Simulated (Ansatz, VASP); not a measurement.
## Two plane-wave programs on AlGaN2

File INCAR:

```
SYSTEM = AlGaN2
  ALGO = Normal
  EDIFF = 1E-6
  EDIFFG = -0.01
  ENCUT = 520
  IBRION = 2
  ISIF = 2
  ISMEAR = 0
  LASPH = .True.
  LCHARG = .False.
  LREAL = .False.
  LWAVE = .False.
  NELM = 60
  NSW = 50
  PREC = Accurate
  SIGMA = 0.05
```

File KPOINTS:

```
k-points
0
Gamma
  8 8 6
  0 0 0
```

POSCAR

```
AlGaN2
1.0
    2.8515055234      0.0000000000      0.0000000000
    0.0000000000      2.8515055234      0.0000000000
    0.0000000000      0.0000000000      4.8136264740
Al Ga N
1 1 2
Direct
    0.5000000000      0.5000000000      0.5000000000
    0.0000000000      0.0000000000      0.0000000000
    0.5000000000      0.0000000000      0.7400738390
    0.0000000000      0.5000000000      0.2599261610
```

Input for Ansatz:

```yaml
crystal:
  lattice:
    - [2.8515055234, 0.0, 0.0]
    - [0.0, 2.8515055234, 0.0]
    - [0.0, 0.0, 4.813626474]
  atoms:
    - { symbol: Al, position: [0.5, 0.5, 0.5] }
    - { symbol: Ga, position: [0.0, 0.0, 0.0] }
    - { symbol: "N", position: [0.5, 0.0, 0.740073839] }
    - { symbol: "N", position: [0.0, 0.5, 0.259926161] }
basis:
  ecutwfc: 520.0
kpoints:
  mp_grid: { grid: [8, 8, 6] }
hamiltonian:
  xc: lda
  pseudopotentials: { kind: paw, azcp: { folder: soft_1 } }
scf:
  occupations: { method: gaussian, width: 0.05 }
output:
  forces: true
  stress: true
  eigenvalues: true
relax:
  adjacent_minimum: "off"
  f_tol: 0.01
  max_steps: 30
```

Alike in both runs: task relaxation of the atoms; functional LDA; k mesh 8 × 8 × 6; occupations gaussian, width 0.05 eV; no spin polarisation.

|  | VASP | Ansatz |
| --- | --- | --- |
| version | VASP 6.6.1 | Ansatz 0.2.0 |
| potentials or method | VASP PAW LDA potentials, release 64 (Al, Ga_d, N), cutoff 520 eV | scalar-relativistic, plane waves, PAW |
| valence electrons in the cell | 26 | 26 |

|  | VASP | Ansatz | Ansatz less VASP |
| --- | --- | --- | --- |
| gap on the k mesh at the Fermi level, each at its own relaxed structure (eV) | 2.58 | 2.60 | +0.020 |

Ansatz warns that its potentials were made for another functional, while VASP's fit it. LDA's correlation is that of Perdew and Zunger in VASP and of Perdew and Wang (1992) in Ansatz. Ansatz's warnings: stress scf threshold loose.
